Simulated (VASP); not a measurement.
# Au in VASP: further runs, part 2 of 2

VASP 6.6.1.

### Step 3. Electric field gradients, PBEsol

INCAR

```
SYSTEM = Au
PREC = Accurate ; ENCUT = 400
EDIFF = 1E-8 ; ISMEAR = -1
SIGMA = 0.15 ; LREAL = .FALSE.
LASPH = .TRUE. ; NELM = 120
ALGO = Normal ; ISIF = 2
LWAVE = .FALSE. ; LCHARG = .FALSE.
GGA = PS ; LEFG = .TRUE.
NBANDS = 26 ; GGA_COMPAT = .FALSE.
```

KPOINTS

```
Automatic mesh
0
G
  16 16 10
  0 0 0
```

POSCAR

```
Au
1.0
    1.4317814663     -2.4799683627      0.0000000000
    1.4317814663      2.4799683627      0.0000000000
    0.0000000000      0.0000000000      4.7983151564
Au
2
Direct
    0.6666493017      0.3333506983      0.2500000000
    0.3333506983      0.6666493017      0.7500000000
```

Potentials or basis: VASP PAW PBE potentials, release 64 (Au_sv_GW).

The run is started by

```console
> cat potpaw_PBE.64/Au_sv_GW/POTCAR > POTCAR
> mpirun -np 1 vasp_std > vasp.out
```

OUTCAR:

```text
SYSTEM = Au
   PREC = Accurate
   ENCUT = 400
   EDIFF = 1E-8
   ISMEAR = -1
   LREAL = .FALSE.
   LASPH = .TRUE.
   NELM = 120
   ISIF = 2
   GGA = PS

 ion  position               nearest neighbor table
   1  0.667  0.333  0.250-   2 2.91   2 2.91   2 2.91   2 2.91   2 2.91   2 2.91
   2  0.333  0.667  0.750-   1 2.91   1 2.91   1 2.91   1 2.91   1 2.91   1 2.91

  LATTYP: Found a base centered orthorhombic cell.
 ALAT       =     2.8635629326
 B/A-ratio  =     1.7320858113
 C/A-ratio  =     1.6756450860

  Lattice vectors:

 A1 = (   1.4317814663,  -2.4799683627,   0.0000000000)
[... 911 lines left out ...]
  free  energy   TOTEN  =        -6.6196490433 eV

  energy  without entropy=       -6.5721208035  energy(sigma->0) =       -6.59588492

 Electric field gradients (V/A^2)
---------------------------------------------------------------------
 ion       V_xx      V_yy      V_zz      V_xy      V_xz      V_yz
---------------------------------------------------------------------
   1      -8.480    -8.499    16.978    -0.000     0.000    -0.000
   2      -8.480    -8.499    16.978     0.000     0.000    -0.000
---------------------------------------------------------------------

 Electric field gradients after diagonalization (V/A^2)
 (convention: |V_zz| > |V_xx| > |V_yy|)
----------------------------------------------------------------------
 ion       V_xx      V_yy      V_zz     asymmetry (V_yy - V_xx)/ V_zz
----------------------------------------------------------------------
   1      -8.499    -8.480    16.978       0.001
   2      -8.499    -8.480    16.978       0.001
----------------------------------------------------------------------

           NMR quadrupolar parameters

 Cq : quadrupolar parameter    Cq=e*Q*V_zz/h
 eta: asymmetry parameters     (V_yy - V_xx)/ V_zz
 Q  : nuclear electric quadrupole moment in mb (millibarn)
----------------------------------------------------------------------
 ion       Cq(MHz)       eta       Q (mb)
----------------------------------------------------------------------
   1       0.041       0.001       1.000
   2       0.041       0.001       1.000
----------------------------------------------------------------------
```

OSZICAR:

```text
N       E                     dE             d eps       ncg     rms          rms(c)
DAV:   1     0.649345322919E+03    0.64935E+03   -0.22069E+04 35836   0.213E+03
DAV:   2     0.685966143204E+02   -0.58075E+03   -0.55005E+03 30590   0.885E+02
DAV:   3    -0.469019106323E+01   -0.73287E+02   -0.70741E+02 35128   0.355E+02
DAV:   4    -0.887131543835E+01   -0.41811E+01   -0.41617E+01 37050   0.835E+01
DAV:   5    -0.902769123342E+01   -0.15638E+00   -0.15632E+00 36642   0.165E+01    0.170E+01
DAV:   6    -0.674909373761E+01    0.22786E+01   -0.47501E+00 40084   0.417E+01    0.145E+01
DAV:   7    -0.663874515576E+01    0.11035E+00   -0.28493E-01 38692   0.647E+00    0.857E+00
DAV:   8    -0.661979848274E+01    0.18947E-01   -0.35508E-02 35536   0.486E+00    0.111E+00
DAV:   9    -0.661961277167E+01    0.18571E-03   -0.16364E-03 40446   0.951E-01    0.155E-01
DAV:  10    -0.661964860739E+01   -0.35836E-04   -0.55571E-05 39644   0.168E-01    0.124E-02
DAV:  11    -0.661964902997E+01   -0.42258E-06   -0.13191E-06 33618   0.171E-02    0.308E-03
DAV:  12    -0.661964905321E+01   -0.23238E-07   -0.83047E-08 31096   0.673E-03    0.291E-04
DAV:  13    -0.661964904330E+01    0.99071E-08   -0.40738E-09 18060   0.115E-03
   1 F= -.66196490E+01 E0= -.65958849E+01  d E =-.475282E-01
```

Wall time 1.7 min (1 thread of Intel Xeon 6975P-C (Granite Rapids), shared host); peak memory 0.32 GiB.

Results:

```
Free energy            : -6.6196 eV
Pressure               : -4.1 GPa
Band gap on the k mesh : zero (band 19 reaches 12.37 eV, above the bottom of band 20 at 5.97 eV)
```

Electric field gradients, principal values (V/Å²):
| atom | least | middle | greatest (by size) |
| --- | --- | --- | --- |
| 1 Au | -8.480 | -8.499 | 16.978 |
| 2 Au | -8.480 | -8.499 | 16.978 |

Caveat: without QUAD_EFG the Cq values of the log hold for a quadrupole moment of 1 mb, not for the nuclei; the PAW data sets were made with another functional, which shifts forces and pressure a little; spin-orbit coupling is left out, which moves the levels of the heavy elements.

### Step 4. Density of states, PBEsol

POSCAR

```
Au
1.0
    1.4100150315     -2.5170030996      0.0000000000
    1.4100150315      2.5170030996      0.0000000000
    0.0000000000      0.0000000000      4.8006775731
Au
2
Direct
    0.6638639510      0.3361360490      0.2500000000
    0.3361360490      0.6638639510      0.7500000000
```

INCAR.step1

```
  ALGO = Fast
  EDIFF = 1E-6
  ENCUT = 520
  GGA = PS
  ISIF = 2
  ISMEAR = 0
  LASPH = T
  LCHARG = T
  LMAXMIX = 4
  LREAL = F
  LWAVE = F
  NBANDS = 18
  NELM = 100
  PREC = Accurate
  SIGMA = 0.1
```

KPOINTS.step1

```
k-points
0
Gamma
  16 16 10
```

INCAR.step2

```
  ALGO = Fast
  EDIFF = 1E-6
  ENCUT = 520
  GGA = PS
  ICHARG = 11
  ISIF = 2
  ISMEAR = -5
  LASPH = T
  LCHARG = F
  LMAXMIX = 4
  LORBIT = 11
  LREAL = F
  LWAVE = F
  NEDOS = 1001
  NELM = 100
  PREC = Accurate
  SIGMA = 0.1
```

KPOINTS.step2

```
k-points
0
Gamma
  24 24 15
```

Potentials or basis: VASP PAW PBE potentials, release 64 (Au).

The run is started by

```console
> cat potpaw_PBE.64/Au/POTCAR > POTCAR
> cp INCAR.step1 INCAR
> cp KPOINTS.step1 KPOINTS
> mpirun -np 1 vasp_std > vasp.out
> cp INCAR.step2 INCAR
> cp KPOINTS.step2 KPOINTS
> mpirun -np 1 vasp_std > vasp.out
```

It took 12 min on 1 thread of Oxide Virtual Turin-like, shared host; peak memory 0.6 GiB.

Results (log left out):

```yaml
Valence_electrons_inside_the_program's_atomic_spheres: Au 9.64
```

Levels at points of the mesh, in eV from the Fermi level:
```csv
k point,band 9,band 10,band 11,band 12,band 13,band 14
"(0.00, 0.00, 0.00)",-3.45,-2.16,-2.15,-1.19,2.70,14.50
"(0.50, 0.00, 0.00)",-1.83,-1.65,0.41,1.71,5.81,7.31
"(0.50, 0.50, 0.00)",-1.88,-1.69,0.29,1.35,5.61,7.10
```

Caveat: the PAW data sets were made with another functional, which shifts forces and pressure a little; spin-orbit coupling is left out, which moves the levels of the heavy elements; tetrahedron occupations give inexact forces and stress in metals.

### Step 5. Summary

| task | potentials or basis | cell | cutoff (eV) | smearing | second run | k mesh for the DOS | occupations for the DOS | gap on the mesh (eV) | pressure (GPa) |
| --- | --- | --- | --- | --- | --- | --- | --- | --- | --- |
| electric field gradients | VASP PAW PBE potentials, release 64 (Au) | a = 2.864, b = 2.864, c = 4.798 Å, angles 90.0, 90.0, 120.0°, 2 atoms | 520 | fermi-dirac 0.15 eV | - | - | - | none | -0.3 |
| electric field gradients | VASP PAW PBE potentials, release 64 (Au_sv_GW) | a = 2.864, b = 2.864, c = 4.798 Å, angles 90.0, 90.0, 120.0°, 2 atoms | 400 | fermi-dirac 0.15 eV | valence_matched | - | - | none | -4.1 |
| density of states | VASP PAW PBE potentials, release 64 (Au) | a = 2.885, b = 2.885, c = 4.801 Å, angles 90.0, 90.0, 121.5°, 2 atoms | 520 | gaussian 0.1 eV | - | 24 × 24 × 15 | tetrahedron | - | - |

Alike in all rows: level PBEsol; no spin polarisation; k mesh 16 × 16 × 10.

Caveats: the PAW data sets were made with another functional, which shifts forces and pressure a little; spin-orbit coupling is left out, which moves the levels of the heavy elements; tetrahedron occupations give inexact forces and stress in metals (some runs).

Total energies depend on the potentials used, so only differences within one code and one set of settings carry meaning.
